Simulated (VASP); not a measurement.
# Si (Ia-3) in VASP: single point with LDA

Aim: the single point of Si with LDA.

All numbers are computed with VASP 6.6.1; they aren't measurements. Logs are shortened: lines on timing, memory, paths and dates and some standing lists are left out, and cuts for length are marked.

## Step 1: The cell of the first run

It takes space group Ia-3 (No. 206, cubic). The conventional cell has a = 6.567 Å, b = 6.567 Å, c = 6.567 Å, α = 90.00°, β = 90.00°, γ = 90.00°. Within 3.1 Å of Si (site symmetry 3) lie 4 Si at 2.33 to 2.36 Å. Si (site symmetry 3) has 4 Si at 2.33 to 2.36 Å within 3.1 Å.

## Step 2: Single point, LDA

Input file INCAR:

```
PREC = Accurate
ENCUT = 520
EDIFF = 1E-6
ISMEAR = 0
SIGMA = 0.15
LREAL = Auto
LASPH = True
NELM = 60
ALGO = Normal
ISIF = 2
LWAVE = False
LCHARG = False
NBANDS = 46
```

Input file KPOINTS:

```
regular mesh
0
Gamma
  7 7 4
```

Input file POSCAR:

```
Si
1.0
   -3.2836945321      3.2836945321     -3.2836945321
   -3.2836945321     -3.2836945321      3.2836945321
    0.0000000000      6.5673890642      6.5673890642
Si
16
Direct
    0.8977581535      0.8977581535      0.1022418465
    0.3977581535      0.3977581535      0.6022418465
    0.2500000000      0.9544836931      0.2500000000
    0.7500000000      0.4544836931      0.7500000000
    0.6477581535      0.1477581535      0.1477581535
    0.1477581535      0.6477581535      0.6477581535
    0.7044836931      0.5000000000      0.0000000000
    0.2044836931      0.0000000000      0.5000000000
    0.6022418465      0.6022418465      0.3977581535
    0.1022418465      0.1022418465      0.8977581535
    0.2500000000      0.5455163069      0.2500000000
    0.7500000000      0.0455163069      0.7500000000
    0.8522418465      0.3522418465      0.3522418465
    0.3522418465      0.8522418465      0.8522418465
    0.2955163069      0.5000000000      0.0000000000
    0.7955163069      0.0000000000      0.5000000000
```

Potentials or basis: VASP PAW LDA potentials, release 64 (Si).

Started as:

```bash
> cat potpaw_LDA.64/Si/POTCAR > POTCAR
> mpirun -np 1 vasp_std > vasp.out
```

OUTCAR:

```text
PREC = Accurate
   ENCUT = 520
   EDIFF = 1E-6
   ISMEAR = 0
   LREAL = Auto
   LASPH = True
   NELM = 60
   ISIF = 2

 ion  position               nearest neighbor table
   1  0.898  0.898  0.102-  10 2.33   3 2.36   7 2.36   5 2.36
   2  0.398  0.398  0.602-   9 2.33   4 2.36   8 2.36   6 2.36
   3  0.250  0.954  0.250-  11 2.33   8 2.36   1 2.36   5 2.36
   4  0.750  0.454  0.750-  12 2.33   7 2.36   2 2.36   6 2.36
   5  0.648  0.148  0.148-  13 2.33   7 2.36   3 2.36   1 2.36
   6  0.148  0.648  0.648-  14 2.33   8 2.36   4 2.36   2 2.36
[... 8 lines left out ...]
  15  0.296  0.500  0.000-   7 2.33  11 2.36  14 2.36  10 2.36
  16  0.796  0.000  0.500-   8 2.33  12 2.36  13 2.36   9 2.36

  LATTYP: Found a base centered orthorhombic cell.
 ALAT       =     6.5673890642
 B/A-ratio  =     1.4142135624
 C/A-ratio  =     1.4142135624

  Lattice vectors:

 A1 = (  -3.2836945321,   3.2836945321,  -3.2836945321)
 A2 = (  -3.2836945321,  -3.2836945321,   3.2836945321)
 A3 = (   0.0000000000,   6.5673890642,   6.5673890642)

Analysis of symmetry for initial positions (statically):
=====================================================================
 Subroutine PRICEL returns following result:

  LATTYP: Found a body centered cubic cell.
 ALAT       =     6.5673890642

  Lattice vectors:

 A1 = (   3.2836945321,   3.2836945321,  -3.2836945321)
 A2 = (  -3.2836945321,  -3.2836945321,  -3.2836945321)
 A3 = (  -3.2836945321,   3.2836945321,   3.2836945321)

   2 primitive cells build up your supercell.

 Routine SETGRP: Setting up the symmetry group for a
 base centered orthorhombic supercell.

 Subroutine GETGRP returns: Found  4 space group operations
 (whereof  2 operations were pure point group operations)
 out of a pool of  8 trial point group operations.

The static configuration has the point symmetry S_2 .
 The point group associated with its full space group is C_2h.

Analysis of symmetry for dynamics (positions and initial velocities):
=====================================================================
 Subroutine PRICEL returns following result:

  LATTYP: Found a body centered cubic cell.
 ALAT       =     6.5673890642

  Lattice vectors:

 A1 = (   3.2836945321,   3.2836945321,  -3.2836945321)
 A2 = (  -3.2836945321,  -3.2836945321,  -3.2836945321)
 A3 = (  -3.2836945321,   3.2836945321,   3.2836945321)

   2 primitive cells build up your supercell.

 Routine SETGRP: Setting up the symmetry group for a
 base centered orthorhombic supercell.

 Subroutine GETGRP returns: Found  4 space group operations
 (whereof  2 operations were pure point group operations)
 out of a pool of  8 trial point group operations.

The dynamic configuration has the point symmetry S_2 .
 The point group associated with its full space group is C_2h.

 Subroutine INISYM returns: Found  4 space group operations
 (whereof  2 operations are pure point group operations),
 and found     2 'primitive' translations

----------------------------------------------------------------------------------------

                                     Primitive cell

  volume of cell :     141.6277

  direct lattice vectors                    reciprocal lattice vectors
     3.283694532  3.283694532 -3.283694532     0.000000000  0.152267513 -0.152267513
    -3.283694532 -3.283694532 -3.283694532    -0.152267513  0.000000000 -0.152267513
    -3.283694532  3.283694532  3.283694532    -0.152267513  0.152267513  0.000000000

  length of vectors
     5.687525766  5.687525766  5.687525766     0.215338782  0.215338782  0.215338782

  position of ions in fractional coordinates (direct lattice)
     0.000000000  0.795516307  0.000000000
     0.295516307  0.000000000  0.500000000
     0.500000000  0.500000000  0.795516307
     0.204483693  0.704483693  0.704483693
     0.000000000  0.204483693  0.000000000
     0.704483693  0.000000000  0.500000000
     0.500000000  0.500000000  0.204483693
     0.795516307  0.295516307  0.295516307

  ion indices of the primitive-cell ions
   primitive index   ion index
                 1           1
                 2           3
                 3           5
                 4           7
                 5          10
                 6          12
                 7          13
                 8          16

----------------------------------------------------------------------------------------

 KPOINTS: regular mesh

Automatic generation of k-mesh.
 Grid dimensions read from file:
 generate k-points for:    7    7    4

 Generating k-lattice:

  Cartesian coordinates                     Fractional coordinates (reciprocal lattice)
    -0.021752502  0.010876251 -0.010876251     0.142857143  0.000000000  0.000000000
    -0.021752502 -0.010876251  0.010876251     0.000000000  0.142857143  0.000000000
     0.000000000  0.019033439  0.019033439     0.000000000  0.000000000  0.250000000

  Length of vectors
     0.026641265  0.026641265  0.026917348

  Shift w.r.t. Gamma in fractional coordinates (k-lattice)
     0.000000000  0.000000000  0.000000000

 Subroutine IBZKPT returns following result:
 ===========================================

 Found     60 irreducible k-points:

 Following reciprocal coordinates:
            Coordinates               Weight
  0.000000  0.000000  0.000000      1.000000
  0.142857  0.000000  0.000000      4.000000
  0.285714  0.000000  0.000000      4.000000
  0.428571  0.000000  0.000000      4.000000
  0.142857  0.142857  0.000000      2.000000
  0.285714  0.142857  0.000000      4.000000
[... 16 lines left out ...]
 -0.428571  0.000000  0.250000      4.000000
  0.142857  0.142857  0.250000      4.000000
 [... further k-points ...]
   k-points           NKPTS =     60   k-points in BZ     NKDIM =     60   number of bands    NBANDS=     46
   number of dos      NEDOS =    301   number of ions     NIONS =     16
   total plane-waves  NPLWV = 123480
   dimension x,y,z NGX =    42 NGY =   42 NGZ =   70
   dimension x,y,z NGXF=    84 NGYF=   84 NGZF=  140
   ions per type =              16
   NGX,Y,Z   is equivalent  to a cutoff of  12.28, 12.28, 12.53 a.u.
   NGXF,Y,Z  is equivalent  to a cutoff of  24.55, 24.55, 25.06 a.u.
 SYSTEM =  unknown system
   PREC   = accura    normal or accurate (medium, high low for compatibility)
   ISTART =      0    job   : 0-new  1-cont  2-samecut
   ICHARG =      2    charge: 1-file 2-atom 10-const
   ISPIN  =      1    spin polarized calculation?
   LNONCOLLINEAR =      F non collinear calculations
   LSORBIT =      F    spin-orbit coupling
   LASPH  =      T    aspherical Exc in radial PAW
   ENCUT  =  520.0 eV  38.22 Ry    6.18 a.u.  10.58 10.58 17.27*2*pi/ulx,y,z
   NELM   =     60;   NELMIN=  2; NELMDL= -5     # of ELM steps
   EDIFF  = 0.1E-05   stopping-criterion for ELM
   LREAL  =      T    real-space projection
   EDIFFG = 0.1E-04   stopping-criterion for IOM
   NSW    =      0    number of steps for IOM
   IBRION =     -1    ionic relax: 0-MD 1-quasi-New 2-CG
   NFREE  =      0    steps in history (QN), initial steepest desc. (CG)
   ISIF   =      2    stress and relaxation
   ISYM   =      2    0-nonsym 1-usesym 2-fastsym
   POTIM  = 0.5000    time-step for ionic-motion
   TEBEG  =    0.0;   TEEND  =   0.0 temperature during run
   PSTRESS=    0.0 pullay stress
   NELECT =      64.0000    total number of electrons
   NUPDOWN=      -1.0000    fix difference up-down
   EMIN   =  10.00;   EMAX   =-10.00  energy-range for DOS
   EFERMI =   0.00;   METHOD = LEGACY
   ISMEAR =     0;   SIGMA  =   0.15  broadening in eV -4-tet -1-fermi 0-gaus
   EFERMI_NEDOS =   21; number of points for ismear=-14 and -15
   IALGO  =     38    algorithm
   IMIX   =      4    mixing-type and parameters
     AMIX     =   0.40;   BMIX     =  1.00
     AMIX_MAG =   1.60;   BMIX_MAG =  1.00
  volume/ion in A,a.u.               =      17.70       119.47
  Fermi-wavevector in a.u.,A,eV,Ry     =   0.997108  1.884260 13.527236  0.994224
  Thomas-Fermi vector in A             =   2.129242
   LORBIT       =      0    0 simple, 1 ext, 2 COOP (PROOUT), +10 PAW based schemes
   GGA     = CA    functional components
   LHFCALC =     F    Hartree Fock is set to
   AEXX    =    0.0000 exact exchange contribution
   IVDW    =     0    specifies the selected vdW correction
   LEPSILON=     F    determine dielectric tensor
   LRPA    =     F    only Hartree local field effects (RPA)
 non-spin polarized calculation
 Gauss-broadening in eV      SIGMA  =   0.15
  energy-cutoff  :      520.00
  volume of cell :      283.26
 maximum number of plane-waves:      7654
   NGX = 21   NGY = 21   NGZ = 35

 number of electron      64.0000001 magnetization

 Free energy of the ion-electron system (eV)
  ---------------------------------------------------
  ext. energy  EPLUGINS =         0.00000000
  ---------------------------------------------------
  free energy    TOTEN  =       -93.42217448 eV

  energy without entropy =      -93.40070594  energy(sigma->0) =      -93.41144021

 E-fermi :   7.3686     XC(G=0): -10.2269

 val. band max:        7.3457505130   @ k =  -0.4286   0.4286   0.2500
 cond. band min:       7.3723967799   @ k =   0.4286  -0.4286   0.2500
 fundamental gap:      0.0266462668
 Fermi energy:         7.3686427891

 k-point     1 :       0.0000    0.0000    0.0000
  band No.  band energies     occupation
      1      -5.4931      2.00000
      2      -3.9528      2.00000
      3      -3.9528      2.00000
      4      -1.6442      2.00000
      5      -1.6442      2.00000
      6      -0.9897      2.00000
[... 36 lines left out ...]
     43      11.0792      0.00000
     44      11.1638      0.00000

 k-point     2 :       0.1429    0.0000    0.0000
  band No.  band energies     occupation
      1      -5.3969      2.00000
      2      -3.8632      2.00000
      3      -3.8606      2.00000
      4      -2.2929      2.00000
      5      -1.5840      2.00000
      6      -1.3072      2.00000
[... 1026 lines left out ...]
 k-point    24 :       0.1429    0.1429    0.2500
  band No.  band energies     occupation
      1      -5.1394      2.00000
      2      -4.3663      2.00000
      3      -2.8900      2.00000
      4      -2.4111      2.00000
      5      -2.3783      2.00000
      6      -1.8722      2.00000
[... 36 lines left out ...]
     43      10.9203      0.00000
     44      10.9724      0.00000

 [... further k-points ...]

 [bands above 44 left out]

------------------------ aborting loop because EDIFF is reached ----------------------------------------

  FORCE on cell =-STRESS in cart. coord.  units (eV):
  Direction    XX          YY          ZZ          XY          YZ          ZX
  --------------------------------------------------------------------------------------
  -------------------------------------------------------------------------------------
  Total        0.1351898      0.0899397      0.0836802      0.0000000     -0.0031420      0.0000000
  in kB        0.7646738      0.5087260      0.4733203      0.0000000     -0.0177719      0.0000000
  external PRESSURE =       0.5822400 kB  Pullay stress =       0.0000000 kB

 VOLUME and BASIS-vectors are now :
 -----------------------------------------------------------------------------
  energy-cutoff  :      520.00
  volume of cell :      283.26
      direct lattice vectors                 reciprocal lattice vectors
    -3.283694532  3.283694532 -3.283694532    -0.152267513  0.076133757 -0.076133757
    -3.283694532 -3.283694532  3.283694532    -0.152267513 -0.076133757  0.076133757
     0.000000000  6.567389064  6.567389064     0.000000000  0.076133757  0.076133757

 POSITION                                       TOTAL-FORCE (eV/Angst)
 -----------------------------------------------------------------------------------
     -5.89593      0.67146      0.67146         0.001983      0.003162     -0.000412
     -2.61223      3.95516      3.95516         0.001983      0.003162     -0.000412
     -3.95516     -0.67146      3.95516        -0.002616     -0.004491      0.001001
     -3.95516      5.89593      3.95516        -0.002616     -0.004491      0.001001
     -2.61223      2.61223     -0.67146         0.001983     -0.003162      0.000412
     -2.61223      2.61223      5.89593         0.001983     -0.003162      0.000412
[... 8 lines left out ...]
     -2.61223     -0.67146      0.67146         0.002616     -0.004491      0.001001
     -2.61223      5.89593      0.67146         0.002616     -0.004491      0.001001
 -----------------------------------------------------------------------------------
    total drift:                                0.000000     -0.000000      0.000000

  FREE ENERGIE OF THE ION-ELECTRON SYSTEM (eV)
  ---------------------------------------------------
  free  energy   TOTEN  =       -93.4221744787 eV

  energy  without entropy=      -93.4007059356  energy(sigma->0) =      -93.41144021
```

Wall time 13 min (1 thread of Intel Xeon Platinum 8488C (Sapphire Rapids), shared host); peak memory 0.56 GiB.

Results:

```yaml
Free_energy: -93.4222 eV
Pressure: 0.1 GPa
Largest_force: 0.005 eV/Å
Band_gap_on_the_k_mesh: zero (bands 32 and 33 overlap by 0.16 eV)
```

Forces on the atoms (eV/Å):
```
Si   0.002  0.003  0.000
Si   0.002  0.003  0.000
Si  -0.003 -0.004  0.001
Si  -0.003 -0.004  0.001
Si   0.002 -0.003  0.000
Si   0.002 -0.003  0.000
Si  -0.003  0.004 -0.001
Si  -0.003  0.004 -0.001
Si  -0.002 -0.003  0.000
Si  -0.002 -0.003  0.000
Si   0.003  0.004 -0.001
Si   0.003  0.004 -0.001
Si  -0.002  0.003  0.000
Si  -0.002  0.003  0.000
Si   0.003 -0.004  0.001
Si   0.003 -0.004  0.001
```

Levels at points of the mesh, in eV from the Fermi level:
```
           k point  band 30  band 31  band 32  band 33  band 34  band 35
(0.00, 0.00, 0.00)    -1.31    -1.31    -0.80     0.37     0.37     1.73
(0.00, 0.00, 0.50)    -2.40    -1.02    -1.02     1.52     1.52     1.62
```

Caveat: semilocal functionals underestimate gaps, and a narrow one can read as zero.

The gap in the log of VASP goes by the Fermi energy; the results here count the filled bands.